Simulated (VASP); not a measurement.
# Se (Fm-3m) in VASP: a series of runs

Se is run at these levels: PBEsol; tasks: single point.

All numbers are computed with VASP 6.6.1; they aren't measurements. Logs are shortened: lines on timing, memory, paths and dates and some standing lists are left out, and cuts for length are marked.

### Step 1. The cell of the first run

The structure is cubic, space group Fm-3m (No. 225). The conventional cell has a = 4.369 Å, b = 4.369 Å, c = 4.369 Å, α = 90.00°, β = 90.00°, γ = 90.00°. Se (site symmetry m-3m) has 12 Se at 3.09 Å within 4.1 Å.

### Step 2. Single point, PBEsol (volume scaled by 1.08)

Input file INCAR:

```
  ALGO = Normal
  EDIFF = 1E-7
  ENCUT = 520
  GGA = PS
  ISIF = 2
  ISMEAR = -1
  LASPH = True
  LCHARG = False
  LREAL = False
  LWAVE = False
  NBANDS = 9
  NELM = 60
  PREC = Accurate
  SIGMA = 0.1
```

Input file KPOINTS:

```
k-points
0
Gamma
  14 14 14
```

Input file POSCAR:

```
Se
1.0
    0.0000000000      2.1846056722      2.1846056722
    2.1846056722      0.0000000000      2.1846056722
    2.1846056722      2.1846056722      0.0000000000
Se
1
Direct
    0.0000000000      0.0000000000      0.0000000000
```

Potentials or basis: VASP PAW PBE potentials, release 64 (Se).

On the command line:

```sh
$ cat potpaw_PBE.64/Se/POTCAR > POTCAR
$ mpirun -np 1 vasp_std > vasp.out
```

OUTCAR:

```text
EDIFF = 1E-7
   ENCUT = 520
   GGA = PS
   ISIF = 2
   ISMEAR = -1
   LASPH = True
   LREAL = False
   NELM = 60
   PREC = Accurate

 ion  position               nearest neighbor table
   1  0.000  0.000  0.000-

  LATTYP: Found a face centered cubic cell.
 ALAT       =     4.3692113444

  Lattice vectors:

 A1 = (   0.0000000000,   2.1846056722,   2.1846056722)
 A2 = (   2.1846056722,   0.0000000000,   2.1846056722)
 A3 = (   2.1846056722,   2.1846056722,   0.0000000000)

Analysis of symmetry for initial positions (statically):
=====================================================================
 Subroutine PRICEL returns:
 Original cell was already a primitive cell.

 Routine SETGRP: Setting up the symmetry group for a
 face centered cubic supercell.

 Subroutine GETGRP returns: Found 48 space group operations
 (whereof 48 operations were pure point group operations)
 out of a pool of 48 trial point group operations.

The static configuration has the point symmetry O_h .

Analysis of symmetry for dynamics (positions and initial velocities):
=====================================================================
 Subroutine PRICEL returns:
 Original cell was already a primitive cell.

 Routine SETGRP: Setting up the symmetry group for a
 face centered cubic supercell.

 Subroutine GETGRP returns: Found 48 space group operations
 (whereof 48 operations were pure point group operations)
 out of a pool of 48 trial point group operations.

The dynamic configuration has the point symmetry O_h .

 Subroutine INISYM returns: Found 48 space group operations
 (whereof 48 operations are pure point group operations),
 and found     1 'primitive' translations

----------------------------------------------------------------------------------------

                                     Primitive cell

  volume of cell :      20.8521

  direct lattice vectors                    reciprocal lattice vectors
     0.000000000  2.184605672  2.184605672    -0.228874257  0.228874257  0.228874257
     2.184605672  0.000000000  2.184605672     0.228874257 -0.228874257  0.228874257
     2.184605672  2.184605672  0.000000000     0.228874257  0.228874257 -0.228874257

  length of vectors
     3.089498970  3.089498970  3.089498970     0.396421842  0.396421842  0.396421842

  position of ions in fractional coordinates (direct lattice)
     0.000000000  0.000000000  0.000000000

  ion indices of the primitive-cell ions
   primitive index   ion index
                 1           1

----------------------------------------------------------------------------------------

 KPOINTS: k-points

Automatic generation of k-mesh.
 Grid dimensions read from file:
 generate k-points for:   14   14   14

 Generating k-lattice:

  Cartesian coordinates                     Fractional coordinates (reciprocal lattice)
    -0.016348161  0.016348161  0.016348161     0.071428571  0.000000000  0.000000000
     0.016348161 -0.016348161  0.016348161     0.000000000  0.071428571  0.000000000
     0.016348161  0.016348161 -0.016348161     0.000000000  0.000000000  0.071428571

  Length of vectors
     0.028315846  0.028315846  0.028315846

  Shift w.r.t. Gamma in fractional coordinates (k-lattice)
     0.000000000  0.000000000  0.000000000

 Subroutine IBZKPT returns following result:
 ===========================================

 Found    104 irreducible k-points:

 Following reciprocal coordinates:
            Coordinates               Weight
  0.000000  0.000000  0.000000      1.000000
  0.071429  0.000000  0.000000      8.000000
  0.142857  0.000000  0.000000      8.000000
  0.214286  0.000000  0.000000      8.000000
  0.285714  0.000000  0.000000      8.000000
  0.357143  0.000000  0.000000      8.000000
[... 16 lines left out ...]
  0.214286  0.142857  0.000000     24.000000
  0.285714  0.142857  0.000000     24.000000
 [... further k-points ...]
   k-points           NKPTS =    104   k-points in BZ     NKDIM =    104   number of bands    NBANDS=      9
   number of dos      NEDOS =    301   number of ions     NIONS =      1
   total plane-waves  NPLWV =  13824
   dimension x,y,z NGX =    24 NGY =   24 NGZ =   24
   dimension x,y,z NGXF=    48 NGYF=   48 NGZF=   48
   ions per type =               1
   NGX,Y,Z   is equivalent  to a cutoff of  12.91, 12.91, 12.91 a.u.
   NGXF,Y,Z  is equivalent  to a cutoff of  25.83, 25.83, 25.83 a.u.
 SYSTEM =  unknown system
   PREC   = accura    normal or accurate (medium, high low for compatibility)
   ISTART =      0    job   : 0-new  1-cont  2-samecut
   ICHARG =      2    charge: 1-file 2-atom 10-const
   ISPIN  =      1    spin polarized calculation?
   LNONCOLLINEAR =      F non collinear calculations
   LSORBIT =      F    spin-orbit coupling
   LASPH  =      T    aspherical Exc in radial PAW
   ENCUT  =  520.0 eV  38.22 Ry    6.18 a.u.   5.74  5.74  5.74*2*pi/ulx,y,z
   NELM   =     60;   NELMIN=  2; NELMDL= -5     # of ELM steps
   EDIFF  = 0.1E-06   stopping-criterion for ELM
   LREAL  =      F    real-space projection
   EDIFFG = 0.1E-05   stopping-criterion for IOM
   NSW    =      0    number of steps for IOM
   IBRION =     -1    ionic relax: 0-MD 1-quasi-New 2-CG
   NFREE  =      0    steps in history (QN), initial steepest desc. (CG)
   ISIF   =      2    stress and relaxation
   ISYM   =      2    0-nonsym 1-usesym 2-fastsym
   POTIM  = 0.5000    time-step for ionic-motion
   TEBEG  =    0.0;   TEEND  =   0.0 temperature during run
   PSTRESS=    0.0 pullay stress
   NELECT =       6.0000    total number of electrons
   NUPDOWN=      -1.0000    fix difference up-down
   EMIN   =  10.00;   EMAX   =-10.00  energy-range for DOS
   EFERMI =   0.00;   METHOD = LEGACY
   ISMEAR =    -1;   SIGMA  =   0.10  broadening in eV -4-tet -1-fermi 0-gaus
   EFERMI_NEDOS =   21; number of points for ismear=-14 and -15
   IALGO  =     38    algorithm
   IMIX   =      4    mixing-type and parameters
     AMIX     =   0.40;   BMIX     =  1.00
     AMIX_MAG =   1.60;   BMIX_MAG =  1.00
  volume/ion in A,a.u.               =      20.85       140.72
  Fermi-wavevector in a.u.,A,eV,Ry     =   1.080792  2.042401 15.893125  1.168112
  Thomas-Fermi vector in A             =   2.216792
   LORBIT       =      0    0 simple, 1 ext, 2 COOP (PROOUT), +10 PAW based schemes
   GGA     = PS    functional components
   LHFCALC =     F    Hartree Fock is set to
   AEXX    =    0.0000 exact exchange contribution
   IVDW    =     0    specifies the selected vdW correction
   LEPSILON=     F    determine dielectric tensor
   LRPA    =     F    only Hartree local field effects (RPA)
 non-spin polarized calculation
  energy-cutoff  :      520.00
  volume of cell :       20.85
 maximum number of plane-waves:       570
   NGX = 11   NGY = 11   NGZ = 11

 number of electron       6.0000001 magnetization

 Free energy of the ion-electron system (eV)
  ---------------------------------------------------
  ext. energy  EPLUGINS =         0.00000000
  ---------------------------------------------------
  free energy    TOTEN  =        -3.23988979 eV

  energy without entropy =       -3.20642199  energy(sigma->0) =       -3.22315589

 E-fermi :   4.9967     XC(G=0): -10.6183

 val. band max:        4.9921616372   @ k =   0.3571   0.2143   0.0000
 cond. band min:       5.0167832999   @ k =  -0.4286   0.2857   0.0714
 fundamental gap:      0.0246216627
 Fermi energy:         4.9967128058

 k-point     1 :       0.0000    0.0000    0.0000
  band No.  band energies     occupation
      1     -10.8402      2.00000
      2       7.9141      0.00000
      3       7.9141      0.00000
      4       7.9141      0.00000
      5      15.6436      0.00000
      6      16.9531      0.00000
      7      16.9531      0.00000
      8      16.9531      0.00000
      9      20.3566      0.00000

 k-point     2 :       0.0714    0.0000    0.0000
  band No.  band energies     occupation
      1     -10.7419      2.00000
      2       7.2110      0.00000
      3       7.8342      0.00000
      4       7.8342      0.00000
      5      15.9056      0.00000
      6      16.7435      0.00000
      7      17.1401      0.00000
      8      17.1401      0.00000
      9      21.3157      0.00000

 k-point     3 :       0.1429    0.0000    0.0000
  band No.  band energies     occupation
      1     -10.4508      2.00000
      2       5.5900      0.00529
      3       7.6259      0.00000
      4       7.6259      0.00000
      5      15.2767      0.00000
      6      17.5420      0.00000
      7      17.5420      0.00000
      8      17.8477      0.00000
      9      20.9127      0.00000

 k-point     4 :       0.2143    0.0000    0.0000
  band No.  band energies     occupation
      1      -9.9806      2.00000
      2       3.6798      2.00000
      3       7.3579      0.00000
      4       7.3579      0.00000
      5      14.5409      0.00000
      6      17.6044      0.00000
      7      17.6044      0.00000
      8      19.3591      0.00000
      9      20.8620      0.00000
[... 205 lines left out ...]
 k-point    22 :       0.1429    0.1429    0.0000
  band No.  band energies     occupation
      1     -10.3204      2.00000
      2       6.0353      0.00006
      3       6.9078      0.00000
      4       6.9078      0.00000
      5      14.6143      0.00000
      6      16.5879      0.00000
      7      18.6793      0.00000
      8      18.6793      0.00000
      9      19.3920      0.00000

 k-point    23 :       0.2143    0.1429    0.0000
  band No.  band energies     occupation
      1      -9.9726      2.00000
      2       4.7487      1.84552
      3       6.5207      0.00000
      4       6.6563      0.00000
      5      14.2098      0.00000
      6      15.9219      0.00000
      7      18.4977      0.00000
      8      19.3041      0.00000
      9      20.9032      0.00000

 k-point    24 :       0.2857    0.1429    0.0000
  band No.  band energies     occupation
      1      -9.4578      2.00000
      2       3.0703      2.00000
      3       6.2143      0.00001
      4       6.2934      0.00000
      5      14.0384      0.00000
      6      15.7014      0.00000
      7      18.2256      0.00000
      8      19.2774      0.00000
      9      22.7868      0.00000

 [... further k-points ...]

------------------------ aborting loop because EDIFF is reached ----------------------------------------

  FORCE on cell =-STRESS in cart. coord.  units (eV):
  Direction    XX          YY          ZZ          XY          YZ          ZX
  --------------------------------------------------------------------------------------
  -------------------------------------------------------------------------------------
  Total       -0.7011768     -0.7011768     -0.7011768      0.0000000      0.0000000      0.0000000
  in kB      -53.8752043    -53.8752043    -53.8752043      0.0000000      0.0000000      0.0000000
  external PRESSURE =     -53.8752043 kB  Pullay stress =       0.0000000 kB

 VOLUME and BASIS-vectors are now :
 -----------------------------------------------------------------------------
  energy-cutoff  :      520.00
  volume of cell :       20.85
      direct lattice vectors                 reciprocal lattice vectors
     0.000000000  2.184605672  2.184605672    -0.228874257  0.228874257  0.228874257
     2.184605672  0.000000000  2.184605672     0.228874257 -0.228874257  0.228874257
     2.184605672  2.184605672  0.000000000     0.228874257  0.228874257 -0.228874257

 POSITION                                       TOTAL-FORCE (eV/Angst)
 -----------------------------------------------------------------------------------
      0.00000      0.00000      0.00000         0.000000      0.000000      0.000000
 -----------------------------------------------------------------------------------
    total drift:                                0.000000     -0.000000     -0.000000

  FREE ENERGIE OF THE ION-ELECTRON SYSTEM (eV)
  ---------------------------------------------------
  free  energy   TOTEN  =        -3.2398897893 eV

  energy  without entropy=       -3.2064219937  energy(sigma->0) =       -3.22315589
```

Wall time 4.9 s (1 thread of Intel Xeon 6975P-C (Granite Rapids), shared host); peak memory 0.14 GiB.

What came out:

* Free energy: -3.2399 eV
* Pressure: -5.4 GPa
* Band gap on the k mesh: zero (band 3 reaches 7.91 eV, above the bottom of band 4 at 2.89 eV)

Levels at points of the mesh, in eV from the Fermi level:
| k point | band 1 | band 2 | band 3 | band 4 | band 5 | band 6 |
| --- | --- | --- | --- | --- | --- | --- |
| (0.00, 0.00, 0.00) | -15.84 | 2.92 | 2.92 | 2.92 | 10.65 | 11.96 |
| (0.50, 0.00, 0.00) | -12.77 | -6.52 | 1.71 | 1.71 | 8.32 | 11.07 |
| (0.50, 0.50, 0.00) | -11.59 | -5.68 | -0.78 | -0.78 | 4.93 | 5.94 |

Caveat: the PAW data sets were made with another functional, which shifts forces and pressure a little.

### Step 3. Single point, PBEsol (volume scaled by 1.12)

Input file INCAR:

```
SYSTEM = Se
ALGO = Normal
EDIFF = 1E-6
ENCUT = 520
GGA = PS
ISIF = 2
ISMEAR = -1
LASPH = .True.
LCHARG = .False.
LREAL = .False.
LWAVE = .False.
NBANDS = 9
NELM = 60
PREC = Accurate
SIGMA = 0.1
```

Input file KPOINTS:

```
k-points
0
Gamma
  14 14 14
  0 0 0
```

Input file POSCAR:

```
Se
1.0
    0.0000000000      2.2112498307      2.2112498307
    2.2112498307      0.0000000000      2.2112498307
    2.2112498307      2.2112498307      0.0000000000
Se
1
Direct
    0.0000000000      0.0000000000      0.0000000000
```

Potentials or basis: VASP PAW PBE potentials, release 64 (Se).

On the command line:

```sh
$ cat potpaw_PBE.64/Se/POTCAR > POTCAR
$ mpirun -np 1 vasp_std > vasp.out
```

It took 4.5 s on 1 thread of Intel Xeon 6975P-C (Granite Rapids), shared host; peak memory 0.14 GiB.

The run converged. Its results:

```
Free energy            : -3.2093 eV
Pressure               : -7.3 GPa
Band gap on the k mesh : zero (band 3 reaches 7.32 eV, above the bottom of band 4 at 2.60 eV)
```

Levels at points of the mesh, in eV from the Fermi level:
```csv
k point,band 1,band 2,band 3,band 4,band 5,band 6
"(0.00, 0.00, 0.00)",-15.53,2.74,2.74,2.74,10.21,11.89
"(0.50, 0.00, 0.00)",-12.66,-6.23,1.60,1.60,8.20,11.03
"(0.50, 0.50, 0.00)",-11.57,-5.43,-0.75,-0.75,5.00,6.04
```

Caveat: the PAW data sets were made with another functional, which shifts forces and pressure a little.
